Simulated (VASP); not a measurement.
# W16N in VASP: single point with PBE

Aim: the single point of W16N with PBE.

Everything below comes from runs of VASP 6.6.1. Logs are shortened: lines on timing, memory, paths and dates and some standing lists are left out, and cuts for length are marked.

**1. The cell of the first run**

The cell holds a slab with vacuum, 17 atoms: a = 6.367 Å, b = 6.367 Å, c = 20.143 Å, α = 90.00°, β = 90.00°, γ = 90.00°.

**2. Single point, PBE**

Contents of INCAR:

```
PREC     = Accurate       # precision mode
ENCUT    = 520            # plane-wave cutoff, eV
EDIFF    = 1E-7           # SCF threshold, eV
ISMEAR   = 0              # smearing method
SIGMA    = 0.1            # smearing width, eV
LREAL    = Auto         
LASPH    = True           # aspherical terms in the spheres
NELM     = 60             # most SCF steps
ALGO     = Normal         # electronic algorithm
ISIF     = 2              # what is computed and relaxed
LWAVE    = False          # write WAVECAR
LCHARG   = False          # write CHGCAR
LDIPOL   = True         
IDIPOL   = 3            
DIPOL    = 0.5 0.5 0.328
GGA      = PE             # functional
NBANDS   = 128            # bands
```

Contents of KPOINTS:

```
Automatic mesh
0
Gamma
  4 4 1
```

Contents of POSCAR:

```
W16N
1.0
    6.3673983408      0.0000000000      0.0000000000
    0.0000000000      6.3673983408      0.0000000000
    0.0000000000      0.0000000000     20.1425775155
W N
16 1
Direct
    0.2500000000      0.2500000000      0.1985843171
    0.2500000000      0.7500000000      0.1985843171
    0.7500000000      0.2500000000      0.1985843171
    0.7500000000      0.7500000000      0.1985843171
    0.0000000000      0.0000000000      0.2776134078
    0.0000000000      0.5000000000      0.2776134078
    0.5000000000      0.0000000000      0.2776134078
    0.5000000000      0.5000000000      0.2776134078
    0.2500000000      0.2500000000      0.3599451785
    0.2500000000      0.7500000000      0.3599451785
    0.7500000000      0.2500000000      0.3599451785
    0.7500000000      0.7500000000      0.3599451785
    0.0000000000      0.0000000000      0.4290700884
    0.0000000000      0.5000000000      0.4290700884
    0.5000000000      0.0000000000      0.4290700884
    0.5000000000      0.5000000000      0.4290700884
    0.0625000000      0.0625000000      0.5116991965
```

Potentials or basis: VASP PAW PBE potentials, release 64 (W_sv, N).

The run is started by

```
$ cat potpaw_PBE.64/W_sv/POTCAR potpaw_PBE.64/N/POTCAR > POTCAR
$ mpirun -np 1 vasp_std > vasp.out
```

OUTCAR:

```text
PREC = Accurate
   ENCUT = 520
   EDIFF = 1E-7
   ISMEAR = 0
   LREAL = Auto
   LASPH = True
   NELM = 60
   ISIF = 2
   GGA = PE

 ion  position               nearest neighbor table
   1  0.250  0.250  0.199-   5 2.76   6 2.76   7 2.76   8 2.76   2 3.18   3 3.18   2 3.18   3 3.18
                             9 3.25
   2  0.250  0.750  0.199-   5 2.76   6 2.76   7 2.76   8 2.76   1 3.18   4 3.18   1 3.18   4 3.18
                            10 3.25
   3  0.750  0.250  0.199-   5 2.76   6 2.76   7 2.76   8 2.76   1 3.18   4 3.18   4 3.18   1 3.18
                            11 3.25
   4  0.750  0.750  0.199-   5 2.76   6 2.76   7 2.76   8 2.76   2 3.18   3 3.18   3 3.18   2 3.18
                            12 3.25
   5  0.000  0.000  0.278-   1 2.76   2 2.76   3 2.76   4 2.76   9 2.80  10 2.80  11 2.80  12 2.80
                            13 3.05   7 3.18   6 3.18   6 3.18   7 3.18
   6  0.000  0.500  0.278-   1 2.76   2 2.76   3 2.76   4 2.76   9 2.80  10 2.80  11 2.80  12 2.80
                            14 3.05   8 3.18   5 3.18   5 3.18   8 3.18
   7  0.500  0.000  0.278-   1 2.76   2 2.76   3 2.76   4 2.76   9 2.80  10 2.80  11 2.80  12 2.80
                            15 3.05   8 3.18   5 3.18   8 3.18   5 3.18
   8  0.500  0.500  0.278-   1 2.76   2 2.76   3 2.76   4 2.76   9 2.80  10 2.80  11 2.80  12 2.80
                            16 3.05   7 3.18   6 3.18   7 3.18   6 3.18
   9  0.250  0.250  0.360-  13 2.65  14 2.65  15 2.65  16 2.65   5 2.80   6 2.80   7 2.80   8 2.80
                            10 3.18  11 3.18  10 3.18  11 3.18   1 3.25
  10  0.250  0.750  0.360-  13 2.65  14 2.65  15 2.65  16 2.65   5 2.80   6 2.80   7 2.80   8 2.80
                             9 3.18  12 3.18   9 3.18  12 3.18   2 3.25
  11  0.750  0.250  0.360-  13 2.65  14 2.65  15 2.65  16 2.65   5 2.80   6 2.80   7 2.80   8 2.80
                             9 3.18  12 3.18  12 3.18   9 3.18   3 3.25
  12  0.750  0.750  0.360-  13 2.65  14 2.65  15 2.65  16 2.65   5 2.80   6 2.80   7 2.80   8 2.80
                            10 3.18  11 3.18  11 3.18  10 3.18   4 3.25
  13  0.000  0.000  0.429-  17 1.76  10 2.65  11 2.65  12 2.65   9 2.65   5 3.05  15 3.18  14 3.18
                            14 3.18  15 3.18
  14  0.000  0.500  0.429-   9 2.65  10 2.65  11 2.65  12 2.65   6 3.05  13 3.18  16 3.18  13 3.18
                            16 3.18
  15  0.500  0.000  0.429-   9 2.65  10 2.65  11 2.65  12 2.65   7 3.05  13 3.18  16 3.18  16 3.18
                            13 3.18
  16  0.500  0.500  0.429-   9 2.65  10 2.65  11 2.65  12 2.65   8 3.05  14 3.18  15 3.18  15 3.18
                            14 3.18
  17  0.062  0.062  0.512-  13 1.76

  LATTYP: Found a simple tetragonal cell.
 ALAT       =     6.3673983408
 C/A-ratio  =     3.1633920853

  Lattice vectors:

 A1 = (   6.3673983408,   0.0000000000,   0.0000000000)
 A2 = (   0.0000000000,   6.3673983408,   0.0000000000)
 A3 = (   0.0000000000,   0.0000000000,  20.1425775155)

Analysis of symmetry for initial positions (statically):
=====================================================================
 Subroutine PRICEL returns:
 Original cell was already a primitive cell.

 Routine SETGRP: Setting up the symmetry group for a
 simple tetragonal supercell.

 Subroutine GETGRP returns: Found  2 space group operations
 (whereof  2 operations were pure point group operations)
 out of a pool of 16 trial point group operations.

The static configuration has the point symmetry C_1h.

Analysis of symmetry for dynamics (positions and initial velocities):
=====================================================================
 Subroutine PRICEL returns:
 Original cell was already a primitive cell.

 Routine SETGRP: Setting up the symmetry group for a
 simple tetragonal supercell.

 Subroutine GETGRP returns: Found  2 space group operations
 (whereof  2 operations were pure point group operations)
 out of a pool of 16 trial point group operations.

The dynamic configuration has the point symmetry C_1h.

 Subroutine INISYM returns: Found  2 space group operations
 (whereof  2 operations are pure point group operations),
 and found     1 'primitive' translations

----------------------------------------------------------------------------------------

                                     Primitive cell

  volume of cell :     816.6559

  direct lattice vectors                    reciprocal lattice vectors
     6.367398341  0.000000000  0.000000000     0.157050014  0.000000000  0.000000000
     0.000000000  6.367398341  0.000000000     0.000000000  0.157050014  0.000000000
[... 58 lines left out ...]

  Length of vectors
     0.039262504  0.039262504  0.049646079

  Shift w.r.t. Gamma in fractional coordinates (k-lattice)
     0.000000000  0.000000000  0.000000000

 Subroutine IBZKPT returns following result:
 ===========================================

 Found      7 irreducible k-points:

 Following reciprocal coordinates:
            Coordinates               Weight
  0.000000  0.000000  0.000000      1.000000
  0.250000  0.000000  0.000000      4.000000
  0.500000  0.000000  0.000000      2.000000
  0.250000  0.250000  0.000000      2.000000
 -0.250000  0.250000  0.000000      2.000000
  0.500000  0.250000  0.000000      4.000000
  0.500000  0.500000  0.000000      1.000000
   k-points           NKPTS =      7   k-points in BZ     NKDIM =      7   number of bands    NBANDS=    128
   number of dos      NEDOS =    301   number of ions     NIONS =     17
   total plane-waves  NPLWV = 345600
   dimension x,y,z NGX =    48 NGY =   48 NGZ =  150
   dimension x,y,z NGXF=    96 NGYF=   96 NGZF=  300
   ions per type =              16   1
   NGX,Y,Z   is equivalent  to a cutoff of  12.53, 12.53, 12.38 a.u.
   NGXF,Y,Z  is equivalent  to a cutoff of  25.06, 25.06, 24.76 a.u.
 SYSTEM =  unknown system
   PREC   = accura    normal or accurate (medium, high low for compatibility)
   ISTART =      0    job   : 0-new  1-cont  2-samecut
   ICHARG =      2    charge: 1-file 2-atom 10-const
   ISPIN  =      1    spin polarized calculation?
   LNONCOLLINEAR =      F non collinear calculations
   LSORBIT =      F    spin-orbit coupling
   LASPH  =      T    aspherical Exc in radial PAW
   ENCUT  =  520.0 eV  38.22 Ry    6.18 a.u.  11.84 11.84 37.45*2*pi/ulx,y,z
   NELM   =     60;   NELMIN=  2; NELMDL= -5     # of ELM steps
   EDIFF  = 0.1E-06   stopping-criterion for ELM
   LREAL  =      T    real-space projection
   EDIFFG = 0.1E-05   stopping-criterion for IOM
   NSW    =      0    number of steps for IOM
   IBRION =     -1    ionic relax: 0-MD 1-quasi-New 2-CG
   NFREE  =      0    steps in history (QN), initial steepest desc. (CG)
   ISIF   =      2    stress and relaxation
   ISYM   =      2    0-nonsym 1-usesym 2-fastsym
   POTIM  = 0.5000    time-step for ionic-motion
   TEBEG  =    0.0;   TEEND  =   0.0 temperature during run
   PSTRESS=    0.0 pullay stress
   NELECT =     229.0000    total number of electrons
   NUPDOWN=      -1.0000    fix difference up-down
   EMIN   =  10.00;   EMAX   =-10.00  energy-range for DOS
   EFERMI =   0.00;   METHOD = LEGACY
   ISMEAR =     0;   SIGMA  =   0.10  broadening in eV -4-tet -1-fermi 0-gaus
   EFERMI_NEDOS =   21; number of points for ismear=-14 and -15
   IALGO  =     38    algorithm
   IMIX   =      4    mixing-type and parameters
     AMIX     =   0.40;   BMIX     =  1.00
     AMIX_MAG =   1.60;   BMIX_MAG =  1.00
  volume/ion in A,a.u.               =      48.04       324.18
  Fermi-wavevector in a.u.,A,eV,Ry     =   1.071536  2.024910 15.622079  1.148190
  Thomas-Fermi vector in A             =   2.207280
   LORBIT       =      0    0 simple, 1 ext, 2 COOP (PROOUT), +10 PAW based schemes
   GGA     = PE    functional components
   LHFCALC =     F    Hartree Fock is set to
   AEXX    =    0.0000 exact exchange contribution
   IVDW    =     0    specifies the selected vdW correction
   LEPSILON=     F    determine dielectric tensor
   LRPA    =     F    only Hartree local field effects (RPA)
 non-spin polarized calculation
 Gauss-broadening in eV      SIGMA  =   0.10
  energy-cutoff  :      520.00
  volume of cell :      816.66
 maximum number of plane-waves:     22040
   NGX = 23   NGY = 23   NGZ = 75

 dipolmoment           0.000000      0.000000     -0.067819 electrons x Angstroem

 number of electron     228.9999965 magnetization

 dipolmoment           0.000000      0.000000      0.208515 electrons x Angstroem

 Free energy of the ion-electron system (eV)
  ---------------------------------------------------
  ext. energy  EPLUGINS =         0.00000000
  ---------------------------------------------------
  free energy    TOTEN  =      -194.20442521 eV

  energy without entropy =     -194.08846109  energy(sigma->0) =     -194.14644315

 E-fermi :   0.5203     XC(G=0):  -5.5162

 val. band max:        0.5198767670   @ k =   0.2500   0.0000   0.0000
 cond. band min:       0.5317204472   @ k =   0.5000   0.5000   0.0000
 fundamental gap:      0.0118436801
 Fermi energy:         0.5202699961

 k-point     1 :       0.0000    0.0000    0.0000
  band No.  band energies     occupation
      1     -73.3832      2.00000
      2     -73.3257      2.00000
      3     -73.3190      2.00000
      4     -73.3126      2.00000
      5     -73.3072      2.00000
      6     -73.3006      2.00000
[... 892 lines left out ...]
    125       1.6607      0.00000
    126       1.9387      0.00000
 [bands above 126 left out]

------------------------ aborting loop because EDIFF is reached ----------------------------------------

 vacuum level on the upper side and lower side of the slab       (xc-potential included)         0.372        -0.564

  FORCE on cell =-STRESS in cart. coord.  units (eV):
  Direction    XX          YY          ZZ          XY          YZ          ZX
  --------------------------------------------------------------------------------------
  -------------------------------------------------------------------------------------
  Total      -20.7168473    -20.7168473     -8.2843661      0.2791905      0.6591334      0.6591372
  in kB      -40.6438802    -40.6438802    -16.2528970      0.5477370      1.2931378      1.2931453
  external PRESSURE =     -32.5135525 kB  Pullay stress =       0.0000000 kB

 VOLUME and BASIS-vectors are now :
 -----------------------------------------------------------------------------
  energy-cutoff  :      520.00
  volume of cell :      816.66
      direct lattice vectors                 reciprocal lattice vectors
     6.367398341  0.000000000  0.000000000     0.157050014  0.000000000  0.000000000
     0.000000000  6.367398341  0.000000000     0.000000000  0.157050014  0.000000000
     0.000000000  0.000000000 20.142577516     0.000000000  0.000000000  0.049646079

 POSITION                                       TOTAL-FORCE (eV/Angst)
 -----------------------------------------------------------------------------------
      1.59185      1.59185      4.00000        -0.018171     -0.018171      2.080540
      1.59185      4.77555      4.00000         0.029128     -0.015100      2.101433
      4.77555      1.59185      4.00000        -0.015100      0.029128      2.101433
      4.77555      4.77555      4.00000        -0.061620     -0.061620      2.126363
      0.00000      0.00000      5.59185         0.079348      0.079348     -2.637365
      0.00000      3.18370      5.59185         0.035174     -0.001066     -2.027929
[... 9 lines left out ...]
      3.18370      3.18370      8.64258        -0.131158     -0.131158     -0.425344
      0.39796      0.39796     10.30694         0.332071      0.332071      0.282774
 -----------------------------------------------------------------------------------
    total drift:                               -0.000031     -0.000031      0.007342

  FREE ENERGIE OF THE ION-ELECTRON SYSTEM (eV)
  ---------------------------------------------------
  free  energy   TOTEN  =      -194.2044252102 eV

  energy  without entropy=     -194.0884610940  energy(sigma->0) =     -194.14644315

 vacuum level on the upper side and lower side of the slab         5.508         4.544
```

It took 23 min on 1 thread of Intel Xeon 6975P-C (Granite Rapids), shared host; peak memory 0.95 GiB.

Results:

```
Free energy            : -194.2044 eV
Largest force          : 2.640 eV/Å
Band gap on the k mesh : zero (an odd number of electrons rules out a gap without spin polarisation)
```

Forces in eV/Å, atoms in the order of the input:
```
W   -0.018 -0.018  2.081
W    0.029 -0.015  2.101
W   -0.015  0.029  2.101
W   -0.062 -0.062  2.126
W    0.079  0.079 -2.637
W    0.035 -0.001 -2.028
W   -0.001  0.035 -2.028
W    0.027  0.027 -2.368
W    0.773  0.773 -0.790
W    0.856 -0.792 -0.498
W   -0.792  0.856 -0.498
W   -1.002 -1.002 -0.270
W   -0.017 -0.017  2.590
W   -0.010 -0.083  0.130
W   -0.083 -0.010  0.130
W   -0.131 -0.131 -0.425
N    0.332  0.332  0.283
```

Caveat: spin-orbit coupling is left out, which moves the levels of the heavy elements.
